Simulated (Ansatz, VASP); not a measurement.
**Cu in VASP and in Ansatz**

```
Cu
1.0
     2.52983    0.00000    0.00000
    -1.26492    2.19090    0.00000
     0.00000    0.00000    8.26081
Cu
4
Cartesian
  0.0000 0.0000 0.0000
  0.0000 1.4606 2.0652
  0.0000 0.0000 4.1304
  1.2649 0.7303 6.1956
```

Alike in both runs: functional r2SCAN; k mesh 20 × 20 × 6; no spin polarisation.

Ansatz relaxed the structure, and its values are those at the end. VASP's run is a single point on that final structure, the one shown.

|  | VASP | Ansatz |
| --- | --- | --- |
| version | VASP 6.6.1 | Ansatz 0.2.0 |
| potentials or method | VASP PAW PBE potentials, release 64 (Cu), cutoff 660 eV | plane waves, PAW |
| occupations | methfessel-paxton of order 1, width 0.1 eV | cold, width 0.1 eV |
| valence electrons in the cell | 44 | 76 |

Ansatz gave:

* pressure (GPa): 0.0

Problem. What did VASP give for the same quantities?

Solution. Pressure (GPa): 0.5.

VASP's potentials were made for PBE, not for r2SCAN. VASP's potentials hold 44 valence electrons a cell and Ansatz's 76, so a difference there can come from the potentials and not from the codes.
